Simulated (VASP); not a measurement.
# Nb2O (antifluorite type) (Fm-3m) in VASP: notebook

The runs below take Nb2O (antifluorite type) through single point, with PBE.

All numbers are computed with VASP 6.6.1; they aren't measurements. Logs are shortened: lines on timing, memory, paths and dates and some standing lists are left out, and cuts for length are marked.

### Step 1. The cell of the first run

Symmetry: Fm-3m, No. 225, cubic system. The conventional cell has a = 5.647 Å, b = 5.647 Å, c = 5.647 Å, α = 90.00°, β = 90.00°, γ = 90.00°. Nb (site symmetry -43m) has 4 O at 2.45 Å and 6 Nb at 2.82 Å within 3.2 Å. O (site symmetry m-3m) has 8 Nb at 2.45 Å within 3.2 Å.

### Step 2. Single point, PBE

The input, INCAR:

```
  PREC = Accurate
  ENCUT = 520
  EDIFF = 1E-6
  ISMEAR = -1
  SIGMA = 0.06122561905347299
  LREAL = F
  LASPH = T
  NELM = 60
  ALGO = Normal
  ISIF = 2
  LWAVE = F
  LCHARG = F
  GGA = PE
  NBANDS = 23
```

The input, KPOINTS:

```
regular mesh
0
Gamma
  17 17 17
```

The input, POSCAR:

```
Nb2O
1.0
    0.0000000000      2.8235170272      2.8235170272
    2.8235170272      0.0000000000      2.8235170272
    2.8235170272      2.8235170272      0.0000000000
Nb O
2 1
Direct
    0.2500000000      0.2500000000      0.2500000000
    0.7500000000      0.7500000000      0.7500000000
    0.0000000000      0.0000000000      0.0000000000
```

Potentials or basis: VASP PAW PBE potentials, release 64 (Nb_sv, O).

Launch:

```bash
$ cat potpaw_PBE.64/Nb_sv/POTCAR potpaw_PBE.64/O/POTCAR > POTCAR
$ mpirun -np 1 vasp_std > vasp.out
```

OUTCAR:

```text
PREC = Accurate
   ENCUT = 520
   EDIFF = 1E-6
   ISMEAR = -1
   LREAL = F
   LASPH = T
   NELM = 60
   ISIF = 2
   GGA = PE

 ion  position               nearest neighbor table
   1  0.250  0.250  0.250-   3 2.45   3 2.45   3 2.45   3 2.45   2 2.82   2 2.82   2 2.82   2 2.82
                             2 2.82   2 2.82
   2  0.750  0.750  0.750-   3 2.45   3 2.45   3 2.45   3 2.45   1 2.82   1 2.82   1 2.82   1 2.82
                             1 2.82   1 2.82
   3  0.000  0.000  0.000-   2 2.45   2 2.45   1 2.45   2 2.45   1 2.45   1 2.45   2 2.45   1 2.45

  LATTYP: Found a face centered cubic cell.
 ALAT       =     5.6470340544

  Lattice vectors:

 A1 = (   0.0000000000,   2.8235170272,   2.8235170272)
 A2 = (   2.8235170272,   0.0000000000,   2.8235170272)
 A3 = (   2.8235170272,   2.8235170272,   0.0000000000)

Analysis of symmetry for initial positions (statically):
=====================================================================
 Subroutine PRICEL returns:
 Original cell was already a primitive cell.

 Routine SETGRP: Setting up the symmetry group for a
 face centered cubic supercell.

 Subroutine GETGRP returns: Found 48 space group operations
 (whereof 48 operations were pure point group operations)
 out of a pool of 48 trial point group operations.

The static configuration has the point symmetry O_h .

Analysis of symmetry for dynamics (positions and initial velocities):
=====================================================================
 Subroutine PRICEL returns:
 Original cell was already a primitive cell.

 Routine SETGRP: Setting up the symmetry group for a
 face centered cubic supercell.

 Subroutine GETGRP returns: Found 48 space group operations
 (whereof 48 operations were pure point group operations)
 out of a pool of 48 trial point group operations.

The dynamic configuration has the point symmetry O_h .

 Subroutine INISYM returns: Found 48 space group operations
 (whereof 48 operations are pure point group operations),
 and found     1 'primitive' translations

----------------------------------------------------------------------------------------

                                     Primitive cell

  volume of cell :      45.0196

  direct lattice vectors                    reciprocal lattice vectors
     0.000000000  2.823517027  2.823517027    -0.177084110  0.177084110  0.177084110
     2.823517027  0.000000000  2.823517027     0.177084110 -0.177084110  0.177084110
     2.823517027  2.823517027  0.000000000     0.177084110  0.177084110 -0.177084110

  length of vectors
     3.993056073  3.993056073  3.993056073     0.306718676  0.306718676  0.306718676

  position of ions in fractional coordinates (direct lattice)
     0.250000000  0.250000000  0.250000000
     0.750000000  0.750000000  0.750000000
     0.000000000  0.000000000  0.000000000

  ion indices of the primitive-cell ions
   primitive index   ion index
                 1           1
                 2           2
                 3           3

----------------------------------------------------------------------------------------

 KPOINTS: regular mesh

Automatic generation of k-mesh.
 Grid dimensions read from file:
 generate k-points for:   17   17   17

 Generating k-lattice:

  Cartesian coordinates                     Fractional coordinates (reciprocal lattice)
    -0.010416712  0.010416712  0.010416712     0.058823529  0.000000000  0.000000000
     0.010416712 -0.010416712  0.010416712     0.000000000  0.058823529  0.000000000
     0.010416712  0.010416712 -0.010416712     0.000000000  0.000000000  0.058823529

  Length of vectors
     0.018042275  0.018042275  0.018042275

  Shift w.r.t. Gamma in fractional coordinates (k-lattice)
     0.000000000  0.000000000  0.000000000

 Subroutine IBZKPT returns following result:
 ===========================================

 Found    165 irreducible k-points:

 Following reciprocal coordinates:
            Coordinates               Weight
  0.000000  0.000000  0.000000      1.000000
  0.058824  0.000000  0.000000      8.000000
  0.117647  0.000000  0.000000      8.000000
  0.176471  0.000000  0.000000      8.000000
  0.235294  0.000000  0.000000      8.000000
  0.294118  0.000000  0.000000      8.000000
[... 16 lines left out ...]
 -0.176471  0.058824  0.000000     24.000000
 -0.117647  0.058824  0.000000     24.000000
 [... further k-points ...]
   k-points           NKPTS =    165   k-points in BZ     NKDIM =    165   number of bands    NBANDS=     23
   number of dos      NEDOS =    301   number of ions     NIONS =      3
   total plane-waves  NPLWV =  27000
   dimension x,y,z NGX =    30 NGY =   30 NGZ =   30
   dimension x,y,z NGXF=    60 NGYF=   60 NGZF=   60
   ions per type =               2   1
   NGX,Y,Z   is equivalent  to a cutoff of  12.49, 12.49, 12.49 a.u.
   NGXF,Y,Z  is equivalent  to a cutoff of  24.98, 24.98, 24.98 a.u.
 SYSTEM =  unknown system
   PREC   = accura    normal or accurate (medium, high low for compatibility)
   ISTART =      0    job   : 0-new  1-cont  2-samecut
   ICHARG =      2    charge: 1-file 2-atom 10-const
   ISPIN  =      1    spin polarized calculation?
   LNONCOLLINEAR =      F non collinear calculations
   LSORBIT =      F    spin-orbit coupling
   LASPH  =      T    aspherical Exc in radial PAW
   ENCUT  =  520.0 eV  38.22 Ry    6.18 a.u.   7.42  7.42  7.42*2*pi/ulx,y,z
   NELM   =     60;   NELMIN=  2; NELMDL= -5     # of ELM steps
   EDIFF  = 0.1E-05   stopping-criterion for ELM
   LREAL  =      F    real-space projection
   EDIFFG = 0.1E-04   stopping-criterion for IOM
   NSW    =      0    number of steps for IOM
   IBRION =     -1    ionic relax: 0-MD 1-quasi-New 2-CG
   NFREE  =      0    steps in history (QN), initial steepest desc. (CG)
   ISIF   =      2    stress and relaxation
   ISYM   =      2    0-nonsym 1-usesym 2-fastsym
   POTIM  = 0.5000    time-step for ionic-motion
   TEBEG  =    0.0;   TEEND  =   0.0 temperature during run
   PSTRESS=    0.0 pullay stress
   NELECT =      32.0000    total number of electrons
   NUPDOWN=      -1.0000    fix difference up-down
   EMIN   =  10.00;   EMAX   =-10.00  energy-range for DOS
   EFERMI =   0.00;   METHOD = LEGACY
   ISMEAR =    -1;   SIGMA  =   0.06  broadening in eV -4-tet -1-fermi 0-gaus
   EFERMI_NEDOS =   21; number of points for ismear=-14 and -15
   IALGO  =     38    algorithm
   IMIX   =      4    mixing-type and parameters
     AMIX     =   0.40;   BMIX     =  1.00
     AMIX_MAG =   1.60;   BMIX_MAG =  1.00
  volume/ion in A,a.u.               =      15.01       101.27
  Fermi-wavevector in a.u.,A,eV,Ry     =   1.461025  2.760938 29.042929  2.134595
  Thomas-Fermi vector in A             =   2.577406
   LORBIT       =      0    0 simple, 1 ext, 2 COOP (PROOUT), +10 PAW based schemes
   GGA     = PE    functional components
   LHFCALC =     F    Hartree Fock is set to
   AEXX    =    0.0000 exact exchange contribution
   IVDW    =     0    specifies the selected vdW correction
   LEPSILON=     F    determine dielectric tensor
   LRPA    =     F    only Hartree local field effects (RPA)
 non-spin polarized calculation
  energy-cutoff  :      520.00
  volume of cell :       45.02
 maximum number of plane-waves:      1243
 NGX is ok and might be reduce to    30
   NGX = 15   NGY = 15   NGZ = 15

 number of electron      32.0000002 magnetization

 Free energy of the ion-electron system (eV)
  ---------------------------------------------------
  ext. energy  EPLUGINS =         0.00000000
  ---------------------------------------------------
  free energy    TOTEN  =       -25.58711719 eV

  energy without entropy =      -25.54758357  energy(sigma->0) =      -25.56735038

 E-fermi :  10.9832     XC(G=0): -12.1495

 val. band max:       10.9774695984   @ k =  -0.2941   0.1765   0.0588
 cond. band min:      10.9836134538   @ k =   0.4706   0.4118   0.0000
 fundamental gap:      0.0061438554
 Fermi energy:        10.9831992981

 k-point     1 :       0.0000    0.0000    0.0000
  band No.  band energies     occupation
      1     -44.7519      2.00000
      2     -44.3891      2.00000
      3     -21.0364      2.00000
      4     -21.0364      2.00000
      5     -21.0364      2.00000
      6     -20.2737      2.00000
[... 15 lines left out ...]
     22      16.3992      0.00000
     23      16.3992      0.00000

 k-point     2 :       0.0588    0.0000    0.0000
  band No.  band energies     occupation
      1     -44.7487      2.00000
      2     -44.3921      2.00000
      3     -21.0323      2.00000
      4     -21.0308      2.00000
      5     -21.0308      2.00000
      6     -20.2844      2.00000
[... 15 lines left out ...]
     22      16.1527      0.00000
     23      16.1527      0.00000

 k-point     3 :       0.1176    0.0000    0.0000
  band No.  band energies     occupation
      1     -44.7393      2.00000
      2     -44.4010      2.00000
      3     -21.0201      2.00000
      4     -21.0140      2.00000
      5     -21.0140      2.00000
      6     -20.3154      2.00000
[... 15 lines left out ...]
     22      15.5581      0.00000
     23      15.5581      0.00000

 k-point     4 :       0.1765    0.0000    0.0000
  band No.  band energies     occupation
      1     -44.7241      2.00000
      2     -44.4156      2.00000
      3     -20.9999      2.00000
      4     -20.9865      2.00000
      5     -20.9865      2.00000
      6     -20.3640      2.00000
[... 15 lines left out ...]
     22      14.8174      0.00000
     23      14.8174      0.00000

 k-point     5 :       0.2353    0.0000    0.0000
  band No.  band energies     occupation
      1     -44.7035      2.00000
      2     -44.4354      2.00000
      3     -20.9719      2.00000
      4     -20.9487      2.00000
      5     -20.9487      2.00000
      6     -20.4256      2.00000
[... 15 lines left out ...]
     22      14.0645      0.00000
     23      14.1152      0.00000

 k-point     6 :       0.2941    0.0000    0.0000
  band No.  band energies     occupation
      1     -44.6783      2.00000
      2     -44.4597      2.00000
      3     -20.9362      2.00000
      4     -20.9016      2.00000
      5     -20.9016      2.00000
      6     -20.4956      2.00000
[... 15 lines left out ...]
     22      13.8172      0.00000
     23      13.8172      0.00000

 k-point     7 :       0.3529    0.0000    0.0000
  band No.  band energies     occupation
      1     -44.6495      2.00000
      2     -44.4878      2.00000
      3     -20.8933      2.00000
      4     -20.8462      2.00000
      5     -20.8462      2.00000
      6     -20.5691      2.00000
[... 353 lines left out ...]
     22      13.5856      0.00000
     23      13.8376      0.00000

 k-point    21 :      -0.2941    0.0588    0.0000
  band No.  band energies     occupation
      1     -44.6674      2.00000
      2     -44.4702      2.00000
      3     -21.0043      2.00000
      4     -20.8518      2.00000
      5     -20.8257      2.00000
      6     -20.5714      2.00000
[... 15 lines left out ...]
     22      13.6451      0.00000
     23      14.0405      0.00000

 k-point    22 :      -0.2353    0.0588    0.0000
  band No.  band energies     occupation
      1     -44.6935      2.00000
      2     -44.4450      2.00000
      3     -21.0306      2.00000
      4     -20.9037      2.00000
      5     -20.8838      2.00000
      6     -20.4958      2.00000
[... 15 lines left out ...]
     22      13.8590      0.00000
     23      14.3496      0.00000

 k-point    23 :      -0.1765    0.0588    0.0000
  band No.  band energies     occupation
      1     -44.7154      2.00000
      2     -44.4239      2.00000
      3     -21.0466      2.00000
      4     -20.9483      2.00000
      5     -20.9344      2.00000
      6     -20.4250      2.00000
[... 15 lines left out ...]
     22      14.2864      0.00000
     23      14.8664      0.00000

 k-point    24 :      -0.1176    0.0588    0.0000
  band No.  band energies     occupation
      1     -44.7322      2.00000
      2     -44.4078      2.00000
      3     -21.0520      2.00000
      4     -20.9849      2.00000
      5     -20.9765      2.00000
      6     -20.3633      2.00000
[... 15 lines left out ...]
     22      14.8410      0.00000
     23      15.5327      0.00000

 [... further k-points ...]
[... 5 lines left out ...]
  --------------------------------------------------------------------------------------
  -------------------------------------------------------------------------------------
  Total       -1.7635418     -1.7635418     -1.7635418      0.0000000      0.0000000     -0.0000000
  in kB      -62.7617588    -62.7617588    -62.7617588      0.0000000      0.0000000     -0.0000000
  external PRESSURE =     -62.7617588 kB  Pullay stress =       0.0000000 kB

 VOLUME and BASIS-vectors are now :
 -----------------------------------------------------------------------------
  energy-cutoff  :      520.00
  volume of cell :       45.02
      direct lattice vectors                 reciprocal lattice vectors
     0.000000000  2.823517027  2.823517027    -0.177084110  0.177084110  0.177084110
     2.823517027  0.000000000  2.823517027     0.177084110 -0.177084110  0.177084110
     2.823517027  2.823517027  0.000000000     0.177084110  0.177084110 -0.177084110

 POSITION                                       TOTAL-FORCE (eV/Angst)
 -----------------------------------------------------------------------------------
      1.41176      1.41176      1.41176        -0.000000     -0.000000     -0.000000
      4.23528      4.23528      4.23528         0.000000      0.000000      0.000000
      0.00000      0.00000      0.00000         0.000000      0.000000      0.000000
 -----------------------------------------------------------------------------------
    total drift:                               -0.000000     -0.000000      0.000000

  FREE ENERGIE OF THE ION-ELECTRON SYSTEM (eV)
  ---------------------------------------------------
  free  energy   TOTEN  =       -25.5871171856 eV

  energy  without entropy=      -25.5475835739  energy(sigma->0) =      -25.56735038
```

It took 74 s on 1 thread of Intel Xeon 6975P-C (Granite Rapids), shared host; peak memory 0.27 GiB.

Results:

```yaml
Free_energy: -25.5871 eV
Pressure: -6.3 GPa
Band_gap_on_the_k_mesh: zero (band 16 reaches 11.50 eV, above the bottom of band 17 at 10.64 eV)
```

Levels at points of the mesh, in eV from the Fermi level:
```
           k point  band 12  band 13  band 14  band 15  band 16  band 17  band 18  band 19  band 20  band 21
(0.00, 0.00, 0.00)    -7.42    -3.79    -3.61    -3.61     0.52     0.52     0.52     3.26     3.26     3.26
```

### Step 3. Single point, PBE

This run uses another cell than the first one, of 15.30 Å³/atom, 1.019 times its volume.

The input, INCAR:

```
ALGO = Normal
EDIFF = 1E-7
ENCUT = 520
GGA = PE
ISIF = 2
ISMEAR = -1
LASPH = T
LCHARG = F
LREAL = F
LWAVE = F
NBANDS = 23
NELM = 60
PREC = Accurate
SIGMA = 0.06122561905347299
```

The input, KPOINTS:

```
k-points
0
Gamma
  17 17 17
```

The input, POSCAR:

```
Nb2O
1.0
    0.0000000000      2.8415016970      2.8415016970
    2.8415016970      0.0000000000      2.8415016970
    2.8415016970      2.8415016970      0.0000000000
Nb O
2 1
Direct
    0.2500000000      0.2500000000      0.2500000000
    0.7500000000      0.7500000000      0.7500000000
    0.0000000000      0.0000000000      0.0000000000
```

Potentials or basis: VASP PAW PBE potentials, release 64 (Nb_sv, O).

Launch:

```bash
$ cat potpaw_PBE.64/Nb_sv/POTCAR potpaw_PBE.64/O/POTCAR > POTCAR
$ mpirun -np 1 vasp_std > vasp.out
```

It took 84 s on 1 thread of Intel Xeon 6975P-C (Granite Rapids), shared host; peak memory 0.27 GiB.

It converged, with:

```yaml
Free_energy: -25.5474 eV
Pressure: -8.8 GPa
Band_gap_on_the_k_mesh: zero (band 16 reaches 11.22 eV, above the bottom of band 17 at 10.38 eV)
```

Levels at points of the mesh, in eV from the Fermi level:
```tsv
k point	band 12	band 13	band 14	band 15	band 16	band 17	band 18	band 19	band 20	band 21
(0.00, 0.00, 0.00)	-7.26	-3.78	-3.52	-3.52	0.51	0.51	0.51	3.18	3.18	3.18
```

(Part 1 of 2 ends here.)
